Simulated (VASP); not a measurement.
Al2BP3, 6 atoms in the cell. It takes space group I-4m2 (No. 119, tetragonal). The conventional cell has a = 3.623 Å, b = 3.623 Å, c = 16.085 Å, α = 90.00°, β = 90.00°, γ = 90.00°. Within 3.1 Å of Al (site symmetry 2mm) lie 4 P at 2.33 to 2.34 Å. Within 2.8 Å of B (site symmetry -4m2) lie 4 P at 2.11 Å. P (site symmetry 2mm) has 2 B at 2.11 Å and 2 Al at 2.34 Å within 2.8 Å. P (site symmetry -4m2) has 4 Al at 2.33 Å within 3.1 Å. 

- Program: VASP 6.6.1
- Task: single point
- Functional: PBE
- Potentials or basis: VASP PAW PBE potentials, release 64 (Al, B, P)
- Cutoff: 520 eV
- k mesh: 6 × 6 × 6
- Occupations: gaussian, width 0.1 eV
- Spin: no spin polarisation
- Dipole correction: no
- Further INCAR settings: ALGO = Normal; EDIFF = 1e-07; NBANDS = 21

Potentials or basis: VASP PAW PBE potentials, release 64 (Al, B, P).

Run with:

```bash
$ cat potpaw_PBE.64/Al/POTCAR potpaw_PBE.64/B/POTCAR potpaw_PBE.64/P/POTCAR > POTCAR
$ mpirun -np 1 vasp_std > vasp.out
```

Hardware: 1 thread of Intel(R) Xeon(R) 6975P-C (Granite Rapids), on a shared host.

Question: Estimate the wall time of this run.

Answer: Run time: 2.6 min on 1 thread of Intel(R) Xeon(R) 6975P-C (Granite Rapids), with other jobs on the host, peak memory 0.55 GiB. Counts: scf iterations 16, k points 30.
